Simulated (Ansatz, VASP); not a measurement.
## Sc2TaF3 in VASP and in Ansatz

The input INCAR:

```
PREC     = Accurate       # precision mode
ENCUT    = 520            # plane-wave cutoff, eV
EDIFF    = 1E-7           # SCF threshold, eV
ISMEAR   = 0              # smearing method
SIGMA    = 0.1            # smearing width, eV
LREAL    = False          # projectors in reciprocal space
LASPH    = True           # aspherical terms in the spheres
NELM     = 150            # most SCF steps
ALGO     = Normal         # electronic algorithm
ISIF     = 2              # what is computed and relaxed
LWAVE    = False          # write WAVECAR
LCHARG   = False          # write CHGCAR
ISPIN    = 2              # spin polarisation
MAGMOM   = 0 0 1 0 0 0    # initial moments
LORBIT   = 11             # projections on sites
LMAXMIX  = 4              # l up to which the mixer works
GGA      = PE             # functional
NBANDS   = 40             # bands
```

File KPOINTS:

```
Automatic mesh
0
Gamma
  4 4 4
```

Contents of POSCAR:

```
Sc2TaF3
1.0
    4.5445197900      0.0000000000      0.0000000000
    0.0000000000      4.5445197900      0.0000000000
    0.0000000000      0.0000000000      5.1531219400
Sc Ta F
2 1 3
Direct
    0.5000000000      0.5000000000      0.0000000000
    0.0000000000      0.0000000000      0.5000000000
    0.5000000000      0.5000000000      0.5000000000
    0.5000000000      0.0000000000      0.0000000000
    0.0000000000      0.5000000000      0.0000000000
    0.0000000000      0.0000000000      0.0000000000
```

Input for Ansatz:

```yaml
crystal:
  lattice:
    - [4.54451979, 0.0, 0.0]
    - [0.0, 4.54451979, 0.0]
    - [0.0, 0.0, 5.15312194]
  atoms:
    - { symbol: Sc, position: [0.5, 0.5, 0.0] }
    - { symbol: Sc, position: [0.0, 0.0, 0.5] }
    - { symbol: Ta, position: [0.5, 0.5, 0.5], spin: 1.0 }
    - { symbol: F, position: [0.5, 0.0, 0.0] }
    - { symbol: F, position: [0.0, 0.5, 0.0] }
    - { symbol: F, position: [0.0, 0.0, 0.0] }
basis:
  ecutwfc: 420
kpoints:
  mp_grid: { grid: [4, 4, 4] }
hamiltonian:
  xc: pbe
scf:
  occupations: { method: gaussian, width: 0.1 }
  lower_state_search: "off"
output:
  forces: true
  stress: true
  eigenvalues: true
  populations: true
magnetization:
  spin_polarized: true
```

Alike in both runs: task single point; functional PBE; k mesh 4 × 4 × 4; occupations gaussian, width 0.1 eV; collinear spin.

|  | VASP | Ansatz |
| --- | --- | --- |
| version | VASP 6.6.1 | Ansatz 0.2.0 |
| potentials or method | VASP PAW PBE potentials, release 64 (Sc_sv, Ta_pv, F), cutoff 520 eV | scalar-relativistic, plane waves, PAW |
| valence electrons in the cell | 54 | 56 |

Ansatz gave:

- gap on the k mesh at the Fermi level (eV): none
- pressure (GPa): -3.9
- traceless stress, the component that is largest in VASP (GPa): 2.05
- net moment per atom (μB): 0.43
- size of the moment on the site where the two differ most (μB): 1.03

Question: Estimate VASP's values.

Answer: gap on the k mesh at the Fermi level (eV): none; pressure (GPa): -3.9; traceless stress, the component that is largest in VASP (GPa): 2.03; net moment per atom (μB): 0.43; size of the moment on the site where the two differ most (μB): 1.27.

Site moments also hang on the region over which each program counts them. A gap of «none» marks a metal or a gap that the smearing closes. The functional is the same, so the differences come from potentials, cutoffs and numerics. VASP's potentials hold 54 valence electrons a cell and Ansatz's 56, so a difference there can come from the potentials and not from the codes.

Spin-orbit coupling is off throughout.
